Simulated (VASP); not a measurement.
Input of a VASP 6.6.1 run:

The input INCAR:

```
PREC = Accurate
ENCUT = 520
EDIFF = 1E-8
ISMEAR = 0
SIGMA = 0.01
LREAL = F
LASPH = T
NELM = 100
ALGO = Normal
ISIF = 2
LWAVE = F
LCHARG = F
GGA = PE
NBANDS = 11
IBRION = 8
NSW = 1
LEPSILON = T
```

KPOINTS

```
regular mesh
0
Gamma
  12 12 12
```

POSCAR

```
BN
1.0
    0.0000000000      1.8123345396      1.8123345396
    1.8123345396      0.0000000000      1.8123345396
    1.8123345396      1.8123345396      0.0000000000
B N
1 1
Direct
    0.5000000000      0.5000000000      0.5000000000
    0.2500000000      0.2500000000      0.2500000000
```

Potentials or basis: VASP PAW PBE potentials, release 64 (B, N).

Launch:

```console
$ cat potpaw_PBE.64/B/POTCAR potpaw_PBE.64/N/POTCAR > POTCAR
$ mpirun -np 1 vasp_std > vasp.out
```

**Question.** What does it give for the electronic dielectric tensor (diagonal)?

**Answer.** 4.61.

**Question.** Predict the Born charges (mean of the diagonal).

**Answer.** B +1.91; N -1.91 e.

**Question.** What does it give for the highest phonon frequency at Γ, LO-TO splitting left out?

**Answer.** 1029 cm⁻¹.

Born effective charge tensors (e):
atom 1, B
```
1.91 0.00 0.00
0.00 1.91 0.00
0.00 0.00 1.91
```
atom 2, N
```
-1.91  0.00  0.00
 0.00 -1.91  0.00
 0.00  0.00 -1.91
```
